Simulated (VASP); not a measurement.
Fe:

```
CELL_PARAMETERS angstrom
-1.41354 1.41354 1.41354
1.41354 -1.41354 1.41354
1.41354 1.41354 -1.41354
ATOMIC_POSITIONS crystal
Fe 0.00000 0.00000 0.00000
```

This cell differs from its parent crystal: volume scaled by 0.94.

Base run:

```yaml
Program: VASP 6.6.1
Functional: PBEsol
Potentials_or_basis: VASP PAW PBE potentials, release 64 (Fe)
Cutoff: 520 eV
k_mesh: 13 × 13 × 13
Occupations: fermi-dirac, width 0.05 eV
Spin: collinear spin, ferromagnetic start
Starting_moments: "[3.0] μB"
```

Its results: pressure -9.3 GPa; net moment 2.13 μB per cell; site moments Fe +2.12 μB.

Problem. After a change of settings the same cell gave: pressure 0.0 GPa; net moment 2.13 μB per cell; site moments Fe +2.13 μB. Which change was it?
A. functional from PBEsol to PBE
B. further incar settings from ALGO = Normal; EDIFF = 1e-07; NBANDS = 14 to ALGO = Fast; EDIFF = 1e-06; NBANDS = 14; dispersion from none to D4
C. functional from PBEsol to r2SCAN; further incar settings from ALGO = Normal; EDIFF = 1e-07; NBANDS = 14 to ALGO = Normal; EDIFF = 1e-06; NBANDS = 14
D. functional from PBEsol to LDA; potentials or basis from VASP PAW PBE potentials, release 64 (Fe) to VASP PAW LDA potentials, release 64 (Fe)

Solution. A.

PBE binds less tightly than PBEsol, so the same cell stands under more pressure.

Caveats: the PAW data sets were made with another functional, which shifts forces and pressure a little (some runs).
